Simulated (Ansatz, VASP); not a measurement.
One calculation of Se, two programs

The input INCAR:

```
ALGO = Normal
EDIFF = 1E-8
ENCUT = 520
GGA = PS
ISIF = 2
ISMEAR = -1
LASPH = T
LCHARG = F
LEFG = T
LREAL = F
LWAVE = F
NBANDS = 27
NELM = 100
PREC = Accurate
SIGMA = 0.01
```

Contents of KPOINTS:

```
k-points
0
Gamma
  6 6 6
```

The input POSCAR:

```
Se
1.0
    5.7557584332      3.3230886808      1.4957576226
   -5.7557584332      3.3230886808      1.4957576226
    0.0000000000     -6.6461773616      1.4957576226
Se
6
Direct
    0.2806600000      0.1625100000      0.9181800000
    0.9181800000      0.2806600000      0.1625100000
    0.1625100000      0.9181800000      0.2806600000
    0.7193400000      0.8374900000      0.0818200000
    0.0818200000      0.7193400000      0.8374900000
    0.8374900000      0.0818200000      0.7193400000
```

Input for Ansatz:

```yaml
crystal:
  lattice:
    - [5.7557584332, 3.3230886808, 1.4957576226]
    - [-5.7557584332, 3.3230886808, 1.4957576226]
    - [0.0, -6.6461773616, 1.4957576226]
  atoms:
    - { symbol: Se, position: [0.28066, 0.16251, 0.91818] }
    - { symbol: Se, position: [0.91818, 0.28066, 0.16251] }
    - { symbol: Se, position: [0.16251, 0.91818, 0.28066] }
    - { symbol: Se, position: [0.71934, 0.83749, 0.08182] }
    - { symbol: Se, position: [0.08182, 0.71934, 0.83749] }
    - { symbol: Se, position: [0.83749, 0.08182, 0.71934] }
kpoints:
  mp_grid: { grid: [6, 6, 6] }
scf:
  occupations: { method: fermi_dirac, width: 0.01 }
hamiltonian:
  xc: pbesol
  pseudopotentials: { kind: paw }
output:
  forces: true
  stress: true
  eigenvalues: true
  efg: { contact_densities: true }
```

Change from the starting cell: volume scaled by 1.04, PAW files.

Alike in both runs: task electric field gradients; functional PBEsol; k mesh 6 × 6 × 6; occupations fermi-dirac, width 0.01 eV; no spin polarisation.

```csv
,VASP,Ansatz
version,VASP 6.6.1,Ansatz 0.2.0
potentials or method,"VASP PAW PBE potentials, release 64 (Se)","PAW with Ansatz's default frozen-core files, scalar-relativistic"
plane-wave cutoff (eV),520,420
valence electrons in the cell,36,96
```

```csv
,VASP,Ansatz,Ansatz less VASP
gap on the k mesh at the Fermi level (eV),1.06,1.06,+0.002
pressure (GPa),-1.7,-1.9,-0.16
"traceless stress, the component that is largest in VASP (GPa)",0.86,0.92,+0.060
rms of the force components (eV/Å),0.073,0.088,+0.0158
size of Vzz on the site where it differs most (V/Å²),553.4,572.9,+19.49
```

VASP's potentials were made for PBE, not for PBEsol. Atom by atom the forces differ by 0.025 eV/Å (rms over components). With one functional, cell and mesh, what is left measures potentials, basis and numerics. VASP's potentials hold 36 valence electrons a cell and Ansatz's 96, so a difference there can come from the potentials and not from the codes.
